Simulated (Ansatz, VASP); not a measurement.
**KTaO3: VASP beside Ansatz**

```
K Ta O
1.0
     4.06652    0.00000    0.00000
     0.00000    4.06652    0.00000
     0.00000    0.00000    4.06652
K Ta O
1 1 3
Cartesian
  2.0333 2.0333 2.0333
  0.0000 0.0000 0.0000
  2.0333 0.0000 0.0000
  0.0000 2.0333 0.0000
  0.0000 0.0000 2.0333
```

Change from the starting cell: volume scaled by 1.06.

Alike in both runs: task single point; functional LDA; k mesh 5 × 5 × 5; occupations fermi-dirac, width 0.01 eV; no spin polarisation.

|  | VASP | Ansatz |
| --- | --- | --- |
| version | VASP 6.6.1 | Ansatz 0.2.0 |
| potentials or method | VASP PAW LDA potentials, release 64 (K_sv, Ta_pv, O), cutoff 520 eV | all-electron LAPW, scalar-relativistic |

```csv
,VASP,Ansatz,Ansatz less VASP
gap on the k mesh at the Fermi level (eV),2.00,2.06,+0.055
pressure (GPa),-14.5,-15.3,-0.79
```

LDA's correlation is that of Perdew and Zunger in VASP and of Perdew and Wang (1992) in Ansatz. Ansatz ran all-electron here, and VASP with PAW potentials.

Spin-orbit coupling is off throughout.
